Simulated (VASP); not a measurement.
# HfSiO4 (I4_1/amd) in VASP: further runs

The runs below take HfSiO4 through single point, with PBE, r2SCAN.

Everything below comes from runs of VASP 6.6.1. Logs are shortened: lines on timing, memory, paths and dates and some standing lists are left out, and cuts for length are marked.

**1. The cell of the first run**

Symmetry: I4_1/amd, No. 141, tetragonal system. Conventional cell: a = 6.713 Å, b = 6.713 Å, c = 6.091 Å, α = 90.00°, β = 90.00°, γ = 90.00°. Hf (site symmetry -4m2) has 8 O at 2.17 to 2.30 Å within 2.9 Å. Within 2.2 Å of Si (site symmetry -4m2) lie 4 O at 1.65 Å. Within 2.2 Å of O (site symmetry m) lie 1 Si at 1.65 Å and 1 Hf at 2.17 Å.

**2. Single point, PBE (strain +2.0%)**

Input file INCAR:

```
ALGO = Normal
EDIFF = 1E-6
ENCUT = 520
GGA = PE
ISIF = 2
ISMEAR = -1
LASPH = T
LCHARG = T
LELF = T
LREAL = F
LVHAR = T
LWAVE = F
NBANDS = 50
NELM = 60
PREC = Accurate
SIGMA = 0.02
```

Input file KPOINTS:

```
k-points
0
Gamma
  6 6 6
```

Input file POSCAR:

```
HfSiO4
1.0
   -3.3566396157      3.3566396157      3.0454843245
    3.3566396157     -3.3566396157      3.0454843245
    3.3566396157      3.3566396157     -3.0454843245
Hf Si O
2 2 8
Direct
    0.0000000000      0.0000000000      0.0000000000
    0.7500000000      0.2500000000      0.5000000000
    0.2500000000      0.7500000000      0.5000000000
    0.5000000000      0.5000000000      0.0000000000
    0.1369385439      0.3194204668      0.8175180770
    0.0694204668      0.7519023898      0.6824819230
    0.0694204668      0.3869385439      0.3175180770
    0.5019023898      0.3194204668      0.1824819230
    0.6805795332      0.4980976102      0.8175180770
    0.6130614561      0.9305795332      0.6824819230
    0.2480976102      0.9305795332      0.3175180770
    0.6805795332      0.8630614561      0.1824819230
```

Potentials or basis: VASP PAW PBE potentials, release 64 (Hf_pv, Si, O).

Started as:

```console
cat potpaw_PBE.64/Hf_pv/POTCAR potpaw_PBE.64/Si/POTCAR potpaw_PBE.64/O/POTCAR > POTCAR
mpirun -np 1 vasp_std > vasp.out
```

OUTCAR:

```text
EDIFF = 1E-6
   ENCUT = 520
   GGA = PE
   ISIF = 2
   ISMEAR = -1
   LASPH = T
   LREAL = F
   NELM = 60
   PREC = Accurate

 ion  position               nearest neighbor table
   1  0.000  0.000  0.000-   6 2.17  11 2.17  10 2.17   7 2.17   8 2.30   9 2.30  12 2.30   5 2.30
                             4 3.05   4 3.05   2 3.69   2 3.69   2 3.69   2 3.69
   2  0.750  0.250  0.500-   8 2.17   9 2.17   5 2.17  12 2.17   6 2.30  11 2.30   7 2.30  10 2.30
                             3 3.05   3 3.05   1 3.69   1 3.69   1 3.69   1 3.69
   3  0.250  0.750  0.500-   7 1.65  10 1.65   6 1.65  11 1.65   2 3.05   2 3.05
   4  0.500  0.500  0.000-   5 1.65  12 1.65   9 1.65   8 1.65   1 3.05   1 3.05
   5  0.137  0.319  0.818-   4 1.65   2 2.17   1 2.30
   6  0.069  0.752  0.682-   3 1.65   1 2.17   2 2.30
   7  0.069  0.387  0.318-   3 1.65   1 2.17   2 2.30
   8  0.502  0.319  0.182-   4 1.65   2 2.17   1 2.30
   9  0.681  0.498  0.818-   4 1.65   2 2.17   1 2.30
  10  0.613  0.931  0.682-   3 1.65   1 2.17   2 2.30
  11  0.248  0.931  0.318-   3 1.65   1 2.17   2 2.30
  12  0.681  0.863  0.182-   4 1.65   2 2.17   1 2.30

  LATTYP: Found a body centered tetragonal cell.
 ALAT       =     6.7132792314
 C/A-ratio  =     0.9073015495

  Lattice vectors:

 A1 = (  -3.3566396157,   3.3566396157,   3.0454843245)
 A2 = (   3.3566396157,  -3.3566396157,   3.0454843245)
 A3 = (   3.3566396157,   3.3566396157,  -3.0454843245)

Analysis of symmetry for initial positions (statically):
=====================================================================
 Subroutine PRICEL returns:
 Original cell was already a primitive cell.

 Routine SETGRP: Setting up the symmetry group for a
 body centered tetragonal supercell.

 Subroutine GETGRP returns: Found 16 space group operations
 (whereof  8 operations were pure point group operations)
 out of a pool of 16 trial point group operations.

The static configuration has the point symmetry D_2d.
 The point group associated with its full space group is D_4h.

Analysis of symmetry for dynamics (positions and initial velocities):
=====================================================================
 Subroutine PRICEL returns:
 Original cell was already a primitive cell.

 Routine SETGRP: Setting up the symmetry group for a
 body centered tetragonal supercell.

 Subroutine GETGRP returns: Found 16 space group operations
 (whereof  8 operations were pure point group operations)
 out of a pool of 16 trial point group operations.

The dynamic configuration has the point symmetry D_2d.
 The point group associated with its full space group is D_4h.

 Subroutine INISYM returns: Found 16 space group operations
 (whereof  8 operations are pure point group operations),
 and found     1 'primitive' translations

----------------------------------------------------------------------------------------

                                     Primitive cell

  volume of cell :     137.2542

  direct lattice vectors                    reciprocal lattice vectors
    -3.356639616  3.356639616  3.045484324     0.000000000  0.148958499  0.164177499
     3.356639616 -3.356639616  3.045484324     0.148958499  0.000000000  0.164177499
     3.356639616  3.356639616 -3.045484324     0.148958499  0.148958499  0.000000000

  length of vectors
     5.639949804  5.639949804  5.639949804     0.221681947  0.221681947  0.210659130

  position of ions in fractional coordinates (direct lattice)
     0.000000000  0.000000000  0.000000000
     0.750000000  0.250000000  0.500000000
     0.250000000  0.750000000  0.500000000
     0.500000000  0.500000000  0.000000000
     0.136938544  0.319420467  0.817518077
     0.069420467  0.751902390  0.682481923
     0.069420467  0.386938544  0.317518077
     0.501902390  0.319420467  0.182481923
     0.680579533  0.498097610  0.817518077
     0.613061456  0.930579533  0.682481923
     0.248097610  0.930579533  0.317518077
     0.680579533  0.863061456  0.182481923

  ion indices of the primitive-cell ions
   primitive index   ion index
                 1           1
                 2           2
                 3           3
                 4           4
                 5           5
                 6           6
                 7           7
                 8           8
                 9           9
                10          10
                11          11
                12          12

----------------------------------------------------------------------------------------

 KPOINTS: k-points

Automatic generation of k-mesh.
 Grid dimensions read from file:
 generate k-points for:    6    6    6

 Generating k-lattice:

  Cartesian coordinates                     Fractional coordinates (reciprocal lattice)
     0.000000000  0.024826417  0.027362917     0.166666667  0.000000000  0.000000000
     0.024826417  0.000000000  0.027362917     0.000000000  0.166666667  0.000000000
     0.024826417  0.024826417  0.000000000     0.000000000  0.000000000  0.166666667

  Length of vectors
     0.036946991  0.036946991  0.035109855

  Shift w.r.t. Gamma in fractional coordinates (k-lattice)
     0.000000000  0.000000000  0.000000000

 Subroutine IBZKPT returns following result:
 ===========================================

 Found     30 irreducible k-points:

 Following reciprocal coordinates:
            Coordinates               Weight
  0.000000  0.000000  0.000000      1.000000
  0.166667  0.000000 -0.000000      8.000000
  0.333333  0.000000  0.000000      8.000000
  0.500000  0.000000  0.000000      4.000000
  0.166667  0.166667 -0.000000      8.000000
  0.333333  0.166667 -0.000000     16.000000
[... 16 lines left out ...]
 -0.333333 -0.333333  0.166667      8.000000
 -0.166667 -0.333333  0.166667      8.000000
 [... further k-points ...]
   k-points           NKPTS =     30   k-points in BZ     NKDIM =     30   number of bands    NBANDS=     50
   number of dos      NEDOS =    301   number of ions     NIONS =     12
   total plane-waves  NPLWV =  74088
   dimension x,y,z NGX =    42 NGY =   42 NGZ =   42
   dimension x,y,z NGXF=    84 NGYF=   84 NGZF=   84
   ions per type =               2   2   8
   NGX,Y,Z   is equivalent  to a cutoff of  12.38, 12.38, 12.38 a.u.
   NGXF,Y,Z  is equivalent  to a cutoff of  24.76, 24.76, 24.76 a.u.
 SYSTEM =  unknown system
   PREC   = accura    normal or accurate (medium, high low for compatibility)
   ISTART =      0    job   : 0-new  1-cont  2-samecut
   ICHARG =      2    charge: 1-file 2-atom 10-const
   ISPIN  =      1    spin polarized calculation?
   LNONCOLLINEAR =      F non collinear calculations
   LSORBIT =      F    spin-orbit coupling
   LASPH  =      T    aspherical Exc in radial PAW
   ENCUT  =  520.0 eV  38.22 Ry    6.18 a.u.  10.49 10.49 10.49*2*pi/ulx,y,z
   NELM   =     60;   NELMIN=  2; NELMDL= -5     # of ELM steps
   EDIFF  = 0.1E-05   stopping-criterion for ELM
   LREAL  =      F    real-space projection
   EDIFFG = 0.1E-04   stopping-criterion for IOM
   NSW    =      0    number of steps for IOM
   IBRION =     -1    ionic relax: 0-MD 1-quasi-New 2-CG
   NFREE  =      0    steps in history (QN), initial steepest desc. (CG)
   ISIF   =      2    stress and relaxation
   ISYM   =      2    0-nonsym 1-usesym 2-fastsym
   POTIM  = 0.5000    time-step for ionic-motion
   TEBEG  =    0.0;   TEEND  =   0.0 temperature during run
   PSTRESS=    0.0 pullay stress
   NELECT =      76.0000    total number of electrons
   NUPDOWN=      -1.0000    fix difference up-down
   EMIN   =  10.00;   EMAX   =-10.00  energy-range for DOS
   EFERMI =   0.00;   METHOD = LEGACY
   ISMEAR =    -1;   SIGMA  =   0.02  broadening in eV -4-tet -1-fermi 0-gaus
   EFERMI_NEDOS =   21; number of points for ismear=-14 and -15
   IALGO  =     38    algorithm
   IMIX   =      4    mixing-type and parameters
     AMIX     =   0.40;   BMIX     =  1.00
     AMIX_MAG =   1.60;   BMIX_MAG =  1.00
  volume/ion in A,a.u.               =      11.44        77.19
  Fermi-wavevector in a.u.,A,eV,Ry     =   1.344324  2.540405 24.588561  1.807208
  Thomas-Fermi vector in A             =   2.472327
   LORBIT       =      0    0 simple, 1 ext, 2 COOP (PROOUT), +10 PAW based schemes
   GGA     = PE    functional components
   LHFCALC =     F    Hartree Fock is set to
   AEXX    =    0.0000 exact exchange contribution
   IVDW    =     0    specifies the selected vdW correction
   LEPSILON=     F    determine dielectric tensor
   LRPA    =     F    only Hartree local field effects (RPA)
 non-spin polarized calculation
  energy-cutoff  :      520.00
  volume of cell :      137.25
 maximum number of plane-waves:      3743
 NGX is ok and might be reduce to    42
   NGX = 21   NGY = 21   NGZ = 21

 number of electron      76.0000010 magnetization

 Free energy of the ion-electron system (eV)
  ---------------------------------------------------
  ext. energy  EPLUGINS =         0.00000000
  ---------------------------------------------------
  free energy    TOTEN  =      -108.50453417 eV

  energy without entropy =     -108.50453417  energy(sigma->0) =     -108.50453417

 E-fermi :   3.2402     XC(G=0): -10.7708

 val. band max:        2.7927372953   @ k =   0.0000   0.0000   0.0000
 cond. band min:       7.8566375577   @ k =   0.3333   0.3333   0.1667
 fundamental gap:      5.0639002623
 Fermi energy:         3.2402101414

 k-point     1 :       0.0000    0.0000    0.0000
  band No.  band energies     occupation
      1     -26.8840      2.00000
      2     -26.8840      2.00000
      3     -26.8296      2.00000
      4     -26.8234      2.00000
      5     -26.7553      2.00000
      6     -26.7553      2.00000
[... 42 lines left out ...]
     49      11.3507      0.00000
     50      12.1860      0.00000

 k-point     2 :       0.1667    0.0000   -0.0000
  band No.  band energies     occupation
      1     -26.8852      2.00000
      2     -26.8829      2.00000
      3     -26.8303      2.00000
      4     -26.8225      2.00000
      5     -26.7582      2.00000
      6     -26.7542      2.00000
[... 42 lines left out ...]
     49      11.2481      0.00000
     50      12.1683      0.00000

 k-point     3 :       0.3333    0.0000    0.0000
  band No.  band energies     occupation
      1     -26.8874      2.00000
      2     -26.8779      2.00000
      3     -26.8467      2.00000
      4     -26.8049      2.00000
      5     -26.7674      2.00000
      6     -26.7523      2.00000
[... 42 lines left out ...]
     49      11.1275      0.00000
     50      12.0181      0.00000

 k-point     4 :       0.5000    0.0000    0.0000
  band No.  band energies     occupation
      1     -26.8885      2.00000
      2     -26.8690      2.00000
      3     -26.8613      2.00000
      4     -26.7870      2.00000
      5     -26.7811      2.00000
      6     -26.7513      2.00000
[... 999 lines left out ...]
 k-point    23 :      -0.3333   -0.3333    0.1667
  band No.  band energies     occupation
      1     -26.8922      2.00000
      2     -26.8847      2.00000
      3     -26.8313      2.00000
      4     -26.8229      2.00000
      5     -26.7560      2.00000
      6     -26.7503      2.00000
[... 42 lines left out ...]
     49      11.7206      0.00000
     50      12.1467      0.00000

 k-point    24 :      -0.1667   -0.3333    0.1667
  band No.  band energies     occupation
      1     -26.8886      2.00000
      2     -26.8869      2.00000
      3     -26.8326      2.00000
      4     -26.8233      2.00000
      5     -26.7548      2.00000
      6     -26.7512      2.00000
[... 42 lines left out ...]
     49      10.9894      0.00000
     50      12.1538      0.00000

 [... further k-points ...]
[... 5 lines left out ...]
  --------------------------------------------------------------------------------------
  -------------------------------------------------------------------------------------
  Total       -6.0768668     -6.0768668     -7.7265064      0.0000000      0.0000000      0.0000000
  in kB      -70.9356426    -70.9356426    -90.1919884      0.0000000      0.0000000      0.0000000
  external PRESSURE =     -77.3544245 kB  Pullay stress =       0.0000000 kB

 VOLUME and BASIS-vectors are now :
 -----------------------------------------------------------------------------
  energy-cutoff  :      520.00
  volume of cell :      137.25
      direct lattice vectors                 reciprocal lattice vectors
    -3.356639616  3.356639616  3.045484324     0.000000000  0.148958499  0.164177499
     3.356639616 -3.356639616  3.045484324     0.148958499  0.000000000  0.164177499
     3.356639616  3.356639616 -3.045484324     0.148958499  0.148958499  0.000000000

 POSITION                                       TOTAL-FORCE (eV/Angst)
 -----------------------------------------------------------------------------------
      0.00000      0.00000      0.00000        -0.000000     -0.000000     -0.000000
      0.00000      3.35664      1.52274        -0.000000     -0.000000     -0.000000
      3.35664      0.00000      1.52274        -0.000000     -0.000000      0.000000
      0.00000      0.00000      3.04548        -0.000000     -0.000000     -0.000000
      3.35664      2.13159     -1.09990        -0.000000     -0.327647     -0.297167
      4.58169     -0.00000      0.42284         0.327647     -0.000000     -0.297167
      2.13159     -0.00000      0.42284        -0.327647     -0.000000     -0.297167
     -0.00000      1.22505      1.94558        -0.000000      0.327647     -0.297167
      2.13159      3.35664      1.09990        -0.327647     -0.000000      0.297167
      3.35664      1.22505      2.62265        -0.000000      0.327647      0.297167
      3.35664     -1.22505      2.62265        -0.000000     -0.327647      0.297167
      1.22505      0.00000      4.14539         0.327647      0.000000      0.297167
 -----------------------------------------------------------------------------------
    total drift:                               -0.000000      0.000000     -0.000000

  FREE ENERGIE OF THE ION-ELECTRON SYSTEM (eV)
  ---------------------------------------------------
  free  energy   TOTEN  =      -108.5045341675 eV

  energy  without entropy=     -108.5045341675  energy(sigma->0) =     -108.50453417
```

Wall time 1.8 min (1 thread of Intel Xeon 6975P-C (Granite Rapids), shared host); peak memory 0.35 GiB.

Results:

```yaml
Free_energy: -108.5045 eV
Pressure: -7.7 GPa
Largest_force: 0.442 eV/Å
Band_gap_on_the_k_mesh: 5.06 eV (least direct gap 5.36 eV)
```

Forces on the atoms (eV/Å):
```
Hf   0.000  0.000  0.000
Hf   0.000  0.000  0.000
Si   0.000  0.000  0.000
Si   0.000  0.000  0.000
O    0.000 -0.328 -0.297
O    0.328  0.000 -0.297
O   -0.328  0.000 -0.297
O    0.000  0.328 -0.297
O   -0.328  0.000  0.297
O    0.000  0.328  0.297
O    0.000 -0.328  0.297
O    0.328  0.000  0.297
```

Levels at points of the mesh, in eV from the valence-band top:
```tsv
k point	band 35	band 36	band 37	band 38	band 39	band 40	band 41	band 42
(0.00, 0.00, 0.00)	-0.60	-0.60	-0.50	0.00	5.36	5.64	5.71	5.79
(0.50, 0.00, 0.00)	-0.95	-0.76	-0.23	-0.23	5.27	5.43	6.13	6.26
(0.50, 0.50, 0.00)	-0.86	-0.86	-0.55	-0.55	5.07	5.07	6.07	6.07
(0.50, 0.50, 0.50)	-1.06	-1.06	-0.88	-0.88	5.77	5.77	6.14	6.14
```

Caveat: the cell differs from its parent crystal (strain +2.0%); the cell stands under tension; spin-orbit coupling is left out, which moves the levels of the heavy elements. A k mesh can miss the band edges.

**3. Single point, PBE (strain +3.0%)**

Input file INCAR:

```
SYSTEM = HfSiO4
  PREC = Accurate
  ENCUT = 520
  EDIFF = 1E-6
  ISMEAR = -1
  SIGMA = 0.02
  LREAL = .False.
  LASPH = .True.
  NELM = 100
  ALGO = Normal
  ISIF = 2
  LWAVE = .False.
  LCHARG = .True.
  GGA = PE
  LELF = .True.
  LVHAR = .True.
  NBANDS = 50
```

Input file KPOINTS:

```
Automatic mesh
0
Gamma
  6 6 6
  0 0 0
```

Input file POSCAR:

```
HfSiO4
1.0
   -3.3895478473      3.3895478473      3.0753420139
    3.3895478473     -3.3895478473      3.0753420139
    3.3895478473      3.3895478473     -3.0753420139
Hf Si O
2 2 8
Direct
    0.0000000000      0.0000000000      0.0000000000
    0.7500000000      0.2500000000      0.5000000000
    0.2500000000      0.7500000000      0.5000000000
    0.5000000000      0.5000000000      0.0000000000
    0.1378694418      0.3191750468      0.8186943949
    0.0691750468      0.7504806519      0.6813056051
    0.0691750468      0.3878694418      0.3186943949
    0.5004806519      0.3191750468      0.1813056051
    0.6808249532      0.4995193481      0.8186943949
    0.6121305582      0.9308249532      0.6813056051
    0.2495193481      0.9308249532      0.3186943949
    0.6808249532      0.8621305582      0.1813056051
```

Potentials or basis: VASP PAW PBE potentials, release 64 (Hf_pv, Si, O).

Started as:

```console
cat potpaw_PBE.64/Hf_pv/POTCAR potpaw_PBE.64/Si/POTCAR potpaw_PBE.64/O/POTCAR > POTCAR
mpirun -np 1 vasp_std > vasp.out
```

Wall time 1.9 min (1 thread of Intel Xeon 6975P-C (Granite Rapids), shared host); peak memory 0.35 GiB.

It converged, with:

```
Free energy            : -108.2318 eV
Pressure               : -12.7 GPa
Largest force          : 0.428 eV/Å
Band gap on the k mesh : 4.90 eV (least direct gap 5.16 eV)
```

Forces on the atoms (eV/Å):
```
Hf   0.000  0.000  0.000
Hf   0.000  0.000  0.000
Si   0.000  0.000  0.000
Si   0.000  0.000  0.000
O    0.000 -0.315 -0.289
O    0.315  0.000 -0.289
O   -0.315  0.000 -0.289
O    0.000  0.315 -0.289
O   -0.315  0.000  0.289
O    0.000  0.315  0.289
O    0.000 -0.315  0.289
O    0.315  0.000  0.289
```

Stress tensor (GPa, compression positive):
```
-11.50   0.00   0.00
  0.00 -11.50   0.00
  0.00   0.00 -15.05
```

Levels at points of the mesh, in eV from the valence-band top:
```
           k point  band 34  band 35  band 36  band 37  band 38  band 39  band 40  band 41  band 42  band 43
(0.00, 0.00, 0.00)    -0.67    -0.60    -0.60    -0.47     0.00     5.16     5.44     5.47     5.59     5.59
(0.50, 0.00, 0.00)    -1.05    -0.95    -0.72    -0.24    -0.21     5.08     5.25     5.93     6.05     6.17
(0.50, 0.50, 0.00)    -0.95    -0.83    -0.83    -0.52    -0.52     4.91     4.91     5.86     5.86     5.90
(0.50, 0.50, 0.50)    -1.19    -1.03    -1.03    -0.87    -0.87     5.55     5.55     5.91     5.91     6.01
```

Caveat: the cell differs from its parent crystal (strain +3.0%); the cell stands under tension; spin-orbit coupling is left out, which moves the levels of the heavy elements. A k mesh can miss the band edges.

[end of part 1 of 2]
